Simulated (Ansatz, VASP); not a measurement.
# One calculation of AlNi3, two programs

Contents of INCAR:

```
PREC = Accurate ; ENCUT = 520
EDIFF = 1E-6 ; ISMEAR = 0
SIGMA = 0.15 ; LREAL = False
LASPH = True ; NELM = 60
ALGO = Fast ; ISIF = 2
LWAVE = False ; LCHARG = True
GGA = PS ; LELF = True
LVHAR = True ; NBANDS = 24
```

KPOINTS

```
Automatic mesh
0
Gamma
  14 14 14
```

POSCAR

```
AlNi3
1.0
    0.0000000000      2.5745352306      3.0222804880
    2.5745352306      0.0000000000      3.0222804880
    2.5745352306      2.5745352306      0.0000000000
Al Ni
1 3
Direct
    0.5000000000      0.5000000000      0.5000000000
    0.2500000000      0.2500000000      0.2500000000
    0.0000000000      0.0000000000      0.0000000000
    0.7500000000      0.7500000000      0.7500000000
```

Input for Ansatz:

```yaml
crystal:
  lattice:
    - [0.0, 2.5745352306, 3.022280488]
    - [2.5745352306, 0.0, 3.022280488]
    - [2.5745352306, 2.5745352306, 0.0]
  atoms:
    - { symbol: Al, position: [0.5, 0.5, 0.5] }
    - { symbol: Ni, position: [0.25, 0.25, 0.25] }
    - { symbol: Ni, position: [0.0, 0.0, 0.0] }
    - { symbol: Ni, position: [0.75, 0.75, 0.75] }
basis:
  ecutwfc: 420
kpoints:
  mp_grid: { grid: [14, 14, 14] }
hamiltonian:
  xc: pbesol
scf:
  occupations: { method: gaussian, width: 0.15 }
output:
  forces: true
  stress: true
  eigenvalues: true
  write_density: true
  write_potential: true
  elf: true
  volumetric_format: npy
```

Change from the starting cell: strain -0.080 along x and y, +0.080 along z, atoms carried along.

Alike in both runs: task single point; functional PBEsol; k mesh 14 × 14 × 14; occupations gaussian, width 0.15 eV; no spin polarisation.

|  | VASP | Ansatz |
| --- | --- | --- |
| version | VASP 6.6.1 | Ansatz 0.2.0 |
| potentials or method | VASP PAW PBE potentials, release 64 (Al, Ni), cutoff 520 eV | scalar-relativistic, plane waves, PAW |
| valence electrons in the cell | 33 | 57 |

```csv
,VASP,Ansatz,Ansatz less VASP
gap on the k mesh at the Fermi level (eV),none,none,-
pressure (GPa),22.2,22.2,-0.02
"traceless stress, the component that is largest in VASP (GPa)",2.29,2.46,+0.170
```

VASP's potentials were made for PBE, not for PBEsol. A gap of «none» marks a metal or a gap that the smearing closes. VASP's potentials hold 33 valence electrons a cell and Ansatz's 57, so a difference there can come from the potentials and not from the codes.
